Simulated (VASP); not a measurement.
# LaNiI (P4/mmm) in VASP: further runs

The runs below take LaNiI through single point, relaxation of cell and atoms, with PBE.

All numbers are computed with VASP 6.6.1; they aren't measurements. Logs are shortened: lines on timing, memory, paths and dates and some standing lists are left out, and cuts for length are marked.

## 1. The cell of the first run

Symmetry: P4/mmm, No. 123, tetragonal system. The conventional cell has a = 3.975 Å, b = 3.975 Å, c = 5.482 Å, α = 90.00°, β = 90.00°, γ = 90.00°. Within 3.7 Å of La (site symmetry 4/mmm) lie 4 Ni at 2.81 Å. Ni (site symmetry 4/mmm) has 2 I at 2.74 Å and 4 La at 2.81 Å within 3.6 Å. Within 3.6 Å of I (site symmetry 4/mmm) lie 2 Ni at 2.74 Å.

The cell was generated, and may not be a known phase.

## 2. Single point, PBE, collinear spin, ferromagnetic start

Contents of INCAR:

```
PREC = Accurate
ENCUT = 520
EDIFF = 1E-7
ISMEAR = 0
SIGMA = 0.1
LREAL = False
LASPH = True
NELM = 150
ALGO = Normal
ISIF = 2
LWAVE = False
LCHARG = False
ISPIN = 2
MAGMOM = 0 2 0
LORBIT = 11
LMAXMIX = 6
GGA = PE
NBANDS = 25
```

Contents of KPOINTS:

```
Automatic mesh
0
Gamma
  4 4 4
```

Contents of POSCAR:

```
LaNiI
1.0
    3.9749269724      0.0000000000      0.0000000000
    0.0000000000      3.9749269724      0.0000000000
    0.0000000000      0.0000000000      5.4819771747
La Ni I
1 1 1
Direct
    0.0000000000      0.0000000000      0.0000000000
    0.5000000000      0.5000000000      0.0000000000
    0.5000000000      0.5000000000      0.5000000000
```

Potentials or basis: VASP PAW PBE potentials, release 64 (La, Ni, I).

The run is started by

```sh
> cat potpaw_PBE.64/La/POTCAR potpaw_PBE.64/Ni/POTCAR potpaw_PBE.64/I/POTCAR > POTCAR
> mpirun -np 1 vasp_std > vasp.out
```

OUTCAR:

```text
PREC = Accurate
   ENCUT = 520
   EDIFF = 1E-7
   ISMEAR = 0
   LREAL = False
   LASPH = True
   NELM = 150
   ISIF = 2
   ISPIN = 2
   LORBIT = 11
   GGA = PE

 ion  position               nearest neighbor table
   1  0.000  0.000  0.000-   2 2.81   2 2.81   2 2.81   2 2.81
   2  0.500  0.500  0.000-   3 2.74   3 2.74   1 2.81   1 2.81   1 2.81   1 2.81
   3  0.500  0.500  0.500-   2 2.74   2 2.74

  LATTYP: Found a simple tetragonal cell.
 ALAT       =     3.9749269724
 C/A-ratio  =     1.3791390918

  Lattice vectors:

 A1 = (   3.9749269724,   0.0000000000,   0.0000000000)
 A2 = (   0.0000000000,   3.9749269724,   0.0000000000)
 A3 = (   0.0000000000,   0.0000000000,   5.4819771747)

Analysis of symmetry for initial positions (statically):
=====================================================================
 Subroutine PRICEL returns:
 Original cell was already a primitive cell.

 Routine SETGRP: Setting up the symmetry group for a
 simple tetragonal supercell.

 Subroutine GETGRP returns: Found 16 space group operations
 (whereof 16 operations were pure point group operations)
 out of a pool of 16 trial point group operations.

The static configuration has the point symmetry D_4h.

Analysis of symmetry for dynamics (positions and initial velocities):
=====================================================================
 Subroutine PRICEL returns:
 Original cell was already a primitive cell.

 Routine SETGRP: Setting up the symmetry group for a
 simple tetragonal supercell.

 Subroutine GETGRP returns: Found 16 space group operations
 (whereof 16 operations were pure point group operations)
 out of a pool of 16 trial point group operations.

The dynamic configuration has the point symmetry D_4h.

Analysis of structural, dynamic, and magnetic symmetry:
=====================================================================
 Subroutine PRICEL returns:
 Original cell was already a primitive cell.

 Routine SETGRP: Setting up the symmetry group for a
 simple tetragonal supercell.

 Subroutine GETGRP returns: Found 16 space group operations
 (whereof 16 operations were pure point group operations)
 out of a pool of 16 trial point group operations.

The overall configuration has the point symmetry D_4h.

 Subroutine INISYM returns: Found 16 space group operations
 (whereof 16 operations are pure point group operations),
 and found     1 'primitive' translations

----------------------------------------------------------------------------------------

                                     Primitive cell

  volume of cell :      86.6155

  direct lattice vectors                    reciprocal lattice vectors
     3.974926972  0.000000000  0.000000000     0.251576949  0.000000000  0.000000000
     0.000000000  3.974926972  0.000000000     0.000000000  0.251576949  0.000000000
     0.000000000  0.000000000  5.481977175     0.000000000  0.000000000  0.182415936

  length of vectors
     3.974926972  3.974926972  5.481977175     0.251576949  0.251576949  0.182415936

  position of ions in fractional coordinates (direct lattice)
     0.000000000  0.000000000  0.000000000
     0.500000000  0.500000000  0.000000000
     0.500000000  0.500000000  0.500000000

  ion indices of the primitive-cell ions
   primitive index   ion index
                 1           1
                 2           2
                 3           3

----------------------------------------------------------------------------------------

 KPOINTS: Automatic mesh

Automatic generation of k-mesh.
 Grid dimensions read from file:
 generate k-points for:    4    4    4

 Generating k-lattice:

  Cartesian coordinates                     Fractional coordinates (reciprocal lattice)
     0.062894237  0.000000000  0.000000000     0.250000000  0.000000000  0.000000000
     0.000000000  0.062894237  0.000000000     0.000000000  0.250000000  0.000000000
     0.000000000  0.000000000  0.045603984     0.000000000  0.000000000  0.250000000

  Length of vectors
     0.062894237  0.062894237  0.045603984

  Shift w.r.t. Gamma in fractional coordinates (k-lattice)
     0.000000000  0.000000000  0.000000000

 Subroutine IBZKPT returns following result:
 ===========================================

 Found     18 irreducible k-points:

 Following reciprocal coordinates:
            Coordinates               Weight
  0.000000  0.000000  0.000000      1.000000
  0.250000  0.000000  0.000000      4.000000
  0.500000  0.000000  0.000000      2.000000
  0.250000  0.250000  0.000000      4.000000
  0.500000  0.250000  0.000000      4.000000
  0.500000  0.500000  0.000000      1.000000
[... 10 lines left out ...]
  0.500000  0.250000  0.500000      4.000000
  0.500000  0.500000  0.500000      1.000000
   k-points           NKPTS =     18   k-points in BZ     NKDIM =     18   number of bands    NBANDS=     25
   number of dos      NEDOS =    301   number of ions     NIONS =      3
   total plane-waves  NPLWV =  37800
   dimension x,y,z NGX =    30 NGY =   30 NGZ =   42
   dimension x,y,z NGXF=    60 NGYF=   60 NGZF=   84
   ions per type =               1   1   1
   NGX,Y,Z   is equivalent  to a cutoff of  12.55, 12.55, 12.74 a.u.
   NGXF,Y,Z  is equivalent  to a cutoff of  25.09, 25.09, 25.47 a.u.
 SYSTEM =  unknown system
   PREC   = accura    normal or accurate (medium, high low for compatibility)
   ISTART =      0    job   : 0-new  1-cont  2-samecut
   ICHARG =      2    charge: 1-file 2-atom 10-const
   ISPIN  =      2    spin polarized calculation?
   LNONCOLLINEAR =      F non collinear calculations
   LSORBIT =      F    spin-orbit coupling
   LASPH  =      T    aspherical Exc in radial PAW
   ENCUT  =  520.0 eV  38.22 Ry    6.18 a.u.   7.39  7.39 10.19*2*pi/ulx,y,z
   NELM   =    150;   NELMIN=  2; NELMDL= -5     # of ELM steps
   EDIFF  = 0.1E-06   stopping-criterion for ELM
   LREAL  =      F    real-space projection
   EDIFFG = 0.1E-05   stopping-criterion for IOM
   NSW    =      0    number of steps for IOM
   IBRION =     -1    ionic relax: 0-MD 1-quasi-New 2-CG
   NFREE  =      0    steps in history (QN), initial steepest desc. (CG)
   ISIF   =      2    stress and relaxation
   ISYM   =      2    0-nonsym 1-usesym 2-fastsym
   POTIM  = 0.5000    time-step for ionic-motion
   TEBEG  =    0.0;   TEEND  =   0.0 temperature during run
   PSTRESS=    0.0 pullay stress
   NELECT =      28.0000    total number of electrons
   NUPDOWN=      -1.0000    fix difference up-down
   EMIN   =  10.00;   EMAX   =-10.00  energy-range for DOS
   EFERMI =   0.00;   METHOD = LEGACY
   ISMEAR =     0;   SIGMA  =   0.10  broadening in eV -4-tet -1-fermi 0-gaus
   EFERMI_NEDOS =   21; number of points for ismear=-14 and -15
   IALGO  =     38    algorithm
   IMIX   =      4    mixing-type and parameters
     AMIX     =   0.40;   BMIX     =  1.00
     AMIX_MAG =   1.60;   BMIX_MAG =  1.00
  volume/ion in A,a.u.               =      28.87       194.84
  Fermi-wavevector in a.u.,A,eV,Ry     =   1.123558  2.123218 17.175771  1.262384
  Thomas-Fermi vector in A             =   2.260225
   LORBIT       =     11    0 simple, 1 ext, 2 COOP (PROOUT), +10 PAW based schemes
   GGA     = PE    functional components
   LHFCALC =     F    Hartree Fock is set to
   AEXX    =    0.0000 exact exchange contribution
   IVDW    =     0    specifies the selected vdW correction
   LEPSILON=     F    determine dielectric tensor
   LRPA    =     F    only Hartree local field effects (RPA)
 spin polarized calculation
 Gauss-broadening in eV      SIGMA  =   0.10
  energy-cutoff  :      520.00
  volume of cell :       86.62
 maximum number of plane-waves:      2368
 NGX is ok and might be reduce to    30
   NGX = 15   NGY = 15   NGZ = 21

 number of electron      27.9999986 magnetization       0.0001267

 number of electron      27.9999986 magnetization      -0.0000370

 Free energy of the ion-electron system (eV)
  ---------------------------------------------------
  ext. energy  EPLUGINS =         0.00000000
  ---------------------------------------------------
  free energy    TOTEN  =       -13.07624014 eV

  energy without entropy =      -13.07062763  energy(sigma->0) =      -13.07343388

 E-fermi :   7.4317     XC(G=0):  -9.4942

 val. band max:        7.3597875859   @ k =   0.5000   0.0000   0.2500
 cond. band min:       7.5412810863   @ k =   0.2500   0.2500   0.2500
 fundamental gap:      0.1814935004
 Fermi energy:         7.4317185562

 spin component 1

 k-point     1 :       0.0000    0.0000    0.0000
  band No.  band energies     occupation
      1     -25.8103      1.00000
      2      -9.7083      1.00000
      3      -9.3537      1.00000
      4      -9.3537      1.00000
      5      -6.8302      1.00000
      6       2.5393      1.00000
[... 17 lines left out ...]
     24      10.1830      0.00000
     25      10.1830      0.00000
[... 452 lines left out ...]
      2      -9.7771      1.00000
      3      -9.7771      1.00000
      4      -9.6082      1.00000
      5      -6.1441      1.00000
      6       1.6616      1.00000
[... 17 lines left out ...]
     24       9.9891      0.00000
     25      10.0049      0.00000
 Fermi energy:         7.4317185562

 spin component 2

 k-point     1 :       0.0000    0.0000    0.0000
  band No.  band energies     occupation
      1     -25.8104      1.00000
      2      -9.7083      1.00000
      3      -9.3538      1.00000
      4      -9.3538      1.00000
      5      -6.8302      1.00000
      6       2.5392      1.00000
[... 17 lines left out ...]
     24      10.1830      0.00000
     25      10.1830      0.00000
[... 453 lines left out ...]
      3      -9.7771      1.00000
      4      -9.6082      1.00000
      5      -6.1441      1.00000
      6       1.6616      1.00000
[... 17 lines left out ...]
     24       9.9786      0.00000
     25      10.0047      0.00000

------------------------ aborting loop because EDIFF is reached ----------------------------------------

  FORCE on cell =-STRESS in cart. coord.  units (eV):
  Direction    XX          YY          ZZ          XY          YZ          ZX
  --------------------------------------------------------------------------------------
  -------------------------------------------------------------------------------------
  Total       -0.0295560     -0.0295560     -0.0904843      0.0000000     -0.0000000      0.0000000
  in kB       -0.5467147     -0.5467147     -1.6737415      0.0000000     -0.0000000      0.0000000
  external PRESSURE =      -0.9223903 kB  Pullay stress =       0.0000000 kB

 VOLUME and BASIS-vectors are now :
 -----------------------------------------------------------------------------
  energy-cutoff  :      520.00
  volume of cell :       86.62
      direct lattice vectors                 reciprocal lattice vectors
     3.974926972  0.000000000  0.000000000     0.251576949  0.000000000  0.000000000
     0.000000000  3.974926972  0.000000000     0.000000000  0.251576949  0.000000000
     0.000000000  0.000000000  5.481977175     0.000000000  0.000000000  0.182415936

 POSITION                                       TOTAL-FORCE (eV/Angst)
 -----------------------------------------------------------------------------------
      0.00000      0.00000      0.00000         0.000000      0.000000      0.000000
      1.98746      1.98746      0.00000         0.000000      0.000000      0.000000
      1.98746      1.98746      2.74099         0.000000      0.000000      0.000000
 -----------------------------------------------------------------------------------
    total drift:                                0.000000      0.000000     -0.000000

  FREE ENERGIE OF THE ION-ELECTRON SYSTEM (eV)
  ---------------------------------------------------
  free  energy   TOTEN  =       -13.0762401430 eV

  energy  without entropy=      -13.0706276252  energy(sigma->0) =      -13.07343388

 total charge

# of ion       s       p       d       f       tot
--------------------------------------------------
    1        2.035   5.588   0.761   0.204   8.588
    2        0.590   0.258   8.459   0.000   9.307
    3        1.529   2.683   0.053   0.000   4.266
--------------------------------------------------
tot          4.155   8.530   9.273   0.204  22.161

 magnetization (x)

# of ion       s       p       d       f       tot
--------------------------------------------------
    1       -0.000   0.000  -0.000  -0.000  -0.000
    2       -0.000  -0.000   0.000   0.000   0.000
    3       -0.000   0.000  -0.000   0.000   0.000
--------------------------------------------------
tot         -0.000  -0.000   0.000  -0.000   0.000
```

Run time: 84 s. Hardware: 1 thread of Oxide Virtual Turin-like, shared host; peak memory 0.23 GiB.

Results:

```yaml
Free_energy: -13.0762 eV
Pressure: -0.1 GPa
Band_gap_on_the_k_mesh: zero (filled and empty bands overlap)
Net_moment: 0.00 μB per cell
Valence_electrons_inside_the_program's_atomic_spheres: La 8.59; Ni 9.31; I 4.27
```

Caveat: the k points lie up to 0.40 Å⁻¹ apart, too coarse for converged energies and pressures of a metal; the moments typed at the start vanished in this run; spin-orbit coupling is left out, which moves the levels of the heavy elements.

[end of part 1 of 3]

The gap in the log of VASP goes by the Fermi energy; the results here count the filled bands.